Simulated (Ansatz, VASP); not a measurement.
# TiAl: VASP beside Ansatz

INCAR

```
  PREC = Accurate
  ENCUT = 520
  EDIFF = 1E-7
  ISMEAR = 0
  SIGMA = 0.15
  LREAL = F
  LASPH = T
  NELM = 100
  ALGO = Fast
  ISIF = 2
  LWAVE = F
  LCHARG = F
  GGA = CA
  NBANDS = 14
```

KPOINTS

```
Automatic mesh
0
Gamma
  16 16 16
```

File POSCAR:

```
TiAl
1.0
    3.2694274069      0.0000000000      0.0000000000
    0.0000000000      3.2694274069      0.0000000000
    0.0000000000      0.0000000000      2.7669164144
Ti Al
1 1
Direct
    0.0000000000      0.0000000000      0.0000000000
    0.5000000000      0.5000000000      0.5000000000
```

Input for Ansatz:

```yaml
crystal:
  lattice:
    - [3.2694274069, 0.0, 0.0]
    - [0.0, 3.2694274069, 0.0]
    - [0.0, 0.0, 2.7669164144]
  atoms:
    - { symbol: Ti, position: [0.0, 0.0, 0.0] }
    - { symbol: Al, position: [0.5, 0.5, 0.5] }
basis:
  ecutwfc: 520.0
kpoints:
  mp_grid: { grid: [16, 16, 16] }
hamiltonian:
  xc: lda
  pseudopotentials: { kind: paw, azcp: { folder: soft_1 } }
scf:
  occupations: { method: gaussian, width: 0.15 }
output:
  forces: true
  stress: true
  eigenvalues: true
```

Alike in both runs: task single point; functional LDA; k mesh 16 × 16 × 16; occupations gaussian, width 0.15 eV; no spin polarisation.

```csv
,VASP,Ansatz
version,VASP 6.6.1,Ansatz 0.2.0
potentials or method,"VASP PAW LDA potentials, release 64 (Ti_sv, Al), cutoff 520 eV","scalar-relativistic, plane waves, PAW"
valence electrons in the cell,15,15
```

VASP gave:

| Property | Result |
| --- | --- |
| gap on the k mesh at the Fermi level (eV) | none |
| pressure (GPa) | 5.2 |
| traceless stress, the component that is largest in VASP (GPa) | 0.72 |

Estimate Ansatz's values.

gap on the k mesh at the Fermi level (eV): none; pressure (GPa): 5.1; traceless stress, the component that is largest in VASP (GPa): 0.72.

Ansatz warns that its potentials were made for another functional, while VASP's fit it. LDA's correlation is that of Perdew and Zunger in VASP and of Perdew and Wang (1992) in Ansatz. A gap of «none» marks a metal or a gap that the smearing closes.
